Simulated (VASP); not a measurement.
# Co (C2/c) in VASP: single point with PBEsol

Aim: the single point of Co with PBEsol.

Program: VASP 6.6.1. These are calculated values, not measurements. Logs are shortened: lines on timing, memory, paths and dates and some standing lists are left out, and cuts for length are marked.

### Step 1. The cell of the first run

The typed cell holds 2 atoms: a = 2.425 Å, b = 2.425 Å, c = 4.608 Å, α = 105.27°, β = 105.27°, γ = 120.00°.

### Step 2. Single point, PBEsol, collinear spin, ferromagnetic start (9.97 Å³/atom)

Input file INCAR:

```
PREC     = Accurate       # precision mode
ENCUT    = 520            # plane-wave cutoff, eV
EDIFF    = 1E-6           # SCF threshold, eV
ISMEAR   = -1             # smearing method
SIGMA    = 0.05           # smearing width, eV
LREAL    = False          # projectors in reciprocal space
LASPH    = True           # aspherical terms in the spheres
NELM     = 150            # most SCF steps
ALGO     = Normal         # electronic algorithm
ISIF     = 2              # what is computed and relaxed
LWAVE    = False          # write WAVECAR
LCHARG   = False          # write CHGCAR
ISPIN    = 2              # spin polarisation
MAGMOM   = 1.639 1.639    # initial moments
LORBIT   = 11             # projections on sites
LMAXMIX  = 4              # l up to which the mixer works
GGA      = PS             # functional
NBANDS   = 20             # bands
```

Input file KPOINTS:

```
Automatic mesh
0
Gamma
  19 19 9
```

Input file POSCAR:

```
Co
1.0
   -1.6302164937      1.3394373355      1.1947750332
    1.3394373355     -1.6302164937      1.1947750332
    3.0204257371      3.0204257371     -1.7273375941
Co
2
Direct
    0.9584434530      0.0415565470      1.0000000000
    0.7915565470      0.2084434530      0.5000000000
```

Potentials or basis: VASP PAW PBE potentials, release 64 (Co).

Command:

```sh
$ cat potpaw_PBE.64/Co/POTCAR > POTCAR
$ mpirun -np 1 vasp_std > vasp.out
```

OUTCAR:

```text
PREC = Accurate
   ENCUT = 520
   EDIFF = 1E-6
   ISMEAR = -1
   LREAL = False
   LASPH = True
   NELM = 150
   ISIF = 2
   ISPIN = 2
   LORBIT = 11
   GGA = PS

 ion  position               nearest neighbor table
   1  0.958  0.042  0.000-   2 2.41   2 2.41   2 2.41   2 2.41   2 2.41   2 2.41
   2  0.792  0.208  0.500-   1 2.41   1 2.41   1 2.41   1 2.41   1 2.41   1 2.41

  Warning from LATTYP: Got some problem with cell dimensions!
  Tried to take original basis but could not verify dimensions!
  LATTYP: Found a base centered monoclinic cell.
 ALAT       =     2.4246761758
 B/A-ratio  =     1.7320765398
 C/A-ratio  =     1.6153459031
 COS(beta)  =    -0.0005326912

  Lattice vectors:

 A1 = (  -1.6302164937,   1.3394373355,   1.1947750332)
 A2 = (   1.3394373355,  -1.6302164937,   1.1947750332)
 A3 = (   2.7296465789,   2.7296465789,   0.6622124723)

Analysis of symmetry for initial positions (statically):
=====================================================================
 Subroutine PRICEL returns:
 Original cell was already a primitive cell.

 Routine SETGRP: Setting up the symmetry group for a
 base centered monoclinic supercell.

 Subroutine GETGRP returns: Found  4 space group operations
 (whereof  2 operations were pure point group operations)
 out of a pool of  4 trial point group operations.

The static configuration has the point symmetry C_2 .
 The point group associated with its full space group is C_2h.

Analysis of symmetry for dynamics (positions and initial velocities):
=====================================================================
 Subroutine PRICEL returns:
 Original cell was already a primitive cell.

 Routine SETGRP: Setting up the symmetry group for a
 base centered monoclinic supercell.

 Subroutine GETGRP returns: Found  4 space group operations
 (whereof  2 operations were pure point group operations)
 out of a pool of  4 trial point group operations.

The dynamic configuration has the point symmetry C_2 .
 The point group associated with its full space group is C_2h.

Analysis of structural, dynamic, and magnetic symmetry:
=====================================================================
 Subroutine PRICEL returns:
 Original cell was already a primitive cell.

 Routine SETGRP: Setting up the symmetry group for a
 base centered monoclinic supercell.

 Subroutine GETGRP returns: Found  4 space group operations
 (whereof  2 operations were pure point group operations)
[... 123 lines left out ...]
     AMIX_MAG =   1.60;   BMIX_MAG =  1.00
  volume/ion in A,a.u.               =       9.97        67.29
  Fermi-wavevector in a.u.,A,eV,Ry     =   1.582138  2.989808 34.057575  2.503161
  Thomas-Fermi vector in A             =   2.682107
   LORBIT       =     11    0 simple, 1 ext, 2 COOP (PROOUT), +10 PAW based schemes
   GGA     = PS    functional components
   LHFCALC =     F    Hartree Fock is set to
   AEXX    =    0.0000 exact exchange contribution
   IVDW    =     0    specifies the selected vdW correction
   LEPSILON=     F    determine dielectric tensor
   LRPA    =     F    only Hartree local field effects (RPA)
 spin polarized calculation
  energy-cutoff  :      520.00
  volume of cell :       19.94
 maximum number of plane-waves:       556
 NGX is ok and might be reduce to    18
   NGX =  9   NGY =  9   NGZ = 17

 number of electron      17.9999994 magnetization       3.0577219

 Free energy of the ion-electron system (eV)
  ---------------------------------------------------
  ext. energy  EPLUGINS =         0.00000000
  ---------------------------------------------------
  free energy    TOTEN  =       -15.46004827 eV

  energy without entropy =      -15.44713857  energy(sigma->0) =      -15.45359342

 E-fermi :  11.3051     XC(G=0): -14.0863

 val. band max:       11.3047237336   @ k =  -0.3158   0.4211   0.3333
 cond. band min:      11.3061980166   @ k =  -0.3158  -0.4211   0.3333
 fundamental gap:      0.0014742830
 Fermi energy:        11.3051052246

 spin component 1

 k-point     1 :       0.0000    0.0000    0.0000
  band No.  band energies     occupation
      1       1.8372      1.00000
      2       5.7619      1.00000
      3       8.6160      1.00000
      4       8.6346      1.00000
      5       8.6356      1.00000
      6       8.9991      1.00000
[... 541 lines left out ...]
     19      37.1361      0.00000
     20      39.3197      0.00000

 [... further k-points ...]

 spin component 2

 k-point     1 :       0.0000    0.0000    0.0000
  band No.  band energies     occupation
      1       1.9117      1.00000
      2       6.6739      1.00000
      3      10.1545      1.00000
      4      10.1674      1.00000
      5      10.1684      1.00000
      6      10.5849      1.00000
[... 541 lines left out ...]
     19      37.4822      0.00000
     20      39.6012      0.00000

 [... further k-points ...]

------------------------ aborting loop because EDIFF is reached ----------------------------------------

  FORCE on cell =-STRESS in cart. coord.  units (eV):
  Direction    XX          YY          ZZ          XY          YZ          ZX
  --------------------------------------------------------------------------------------
  -------------------------------------------------------------------------------------
  Total        1.1511704      1.1511704      1.1485439      0.0075705      0.0008607      0.0008607
  in kB       92.4882176     92.4882176     92.2771928      0.6082319      0.0691474      0.0691474
  external PRESSURE =      92.4178760 kB  Pullay stress =       0.0000000 kB

 VOLUME and BASIS-vectors are now :
 -----------------------------------------------------------------------------
  energy-cutoff  :      520.00
  volume of cell :       19.94
      direct lattice vectors                 reciprocal lattice vectors
    -1.630216494  1.339437335  1.194775033    -0.039755491  0.296984094  0.449790415
     1.339437335 -1.630216494  1.194775033     0.296984094 -0.039755491  0.449790415
     3.020425737  3.020425737 -1.727337594     0.177921394  0.177921394  0.043301736

 POSITION                                       TOTAL-FORCE (eV/Angst)
 -----------------------------------------------------------------------------------
     -1.50681      1.21603      1.19478         0.003329     -0.003329      0.000000
      0.49900      2.23065      0.33111        -0.003329      0.003329     -0.000000
 -----------------------------------------------------------------------------------
    total drift:                               -0.000000     -0.000000      0.000000

  FREE ENERGIE OF THE ION-ELECTRON SYSTEM (eV)
  ---------------------------------------------------
  free  energy   TOTEN  =       -15.4600482748 eV

  energy  without entropy=      -15.4471385709  energy(sigma->0) =      -15.45359342

 total charge

# of ion       s       p       d       tot
------------------------------------------
    1        0.526   0.602   7.322   8.451
    2        0.526   0.602   7.322   8.451
--------------------------------------------------
tot          1.051   1.205  14.645  16.901

 magnetization (x)

# of ion       s       p       d       tot
------------------------------------------
    1       -0.016  -0.051   1.596   1.529
    2       -0.016  -0.051   1.596   1.529
--------------------------------------------------
tot         -0.031  -0.103   3.193   3.059
```

stdout:

```text
POSCAR found type information on POSCAR Co
 POSCAR found :  1 types and       2 ions
 scaLAPACK will be used
 -----------------------------------------------------------------------------
|                                                                             |
|                                                                             |
|     You enforced a specific xc type in the INCAR file but a different       |
|     I HOPE YOU KNOW WHAT YOU ARE DOING!                                     |
|                                                                             |
 -----------------------------------------------------------------------------

 LDA part: xc-table for (Slater+PW92), standard interpolation
 POSCAR, INCAR and KPOINTS ok, starting setup
 FFT: planning ... GRIDC
 FFT: planning ... GRID_SOFT
 FFT: planning ... GRID
 WAVECAR not read
 entering main loop
```

Wall time 9.1 min (1 thread of Intel Xeon 6975P-C (Granite Rapids), shared host); peak memory 0.53 GiB.

What came out:

- Free energy: -15.4600 eV
- Pressure: 9.2 GPa
- Largest force: 0.005 eV/Å
- Net moment: 3.06 μB per cell
- Site moments: Co +1.53 μB
- Valence electrons inside the program's atomic spheres: Co 8.45

Forces in eV/Å, atoms in the order of the input:
```
Co   0.003 -0.003  0.000
Co  -0.003  0.003  0.000
```

Levels at points of the mesh, in eV from the Fermi level:
Spin up:
```csv
k point,band 7,band 8,band 9,band 10,band 11,band 12,band 13,band 14
"(0.00, 0.00, 0.00)",-2.31,-1.91,-1.91,-0.64,-0.64,-0.15,7.16,22.63
```
Spin down:
```tsv
k point	band 4	band 5	band 6	band 7	band 8	band 9	band 10	band 11
(0.00, 0.00, 0.00)	-1.14	-1.14	-0.72	-0.72	-0.25	-0.25	-0.12	1.13
```

Caveat: the cell stands under pressure; the PAW data sets were made with another functional, which shifts forces and pressure a little.
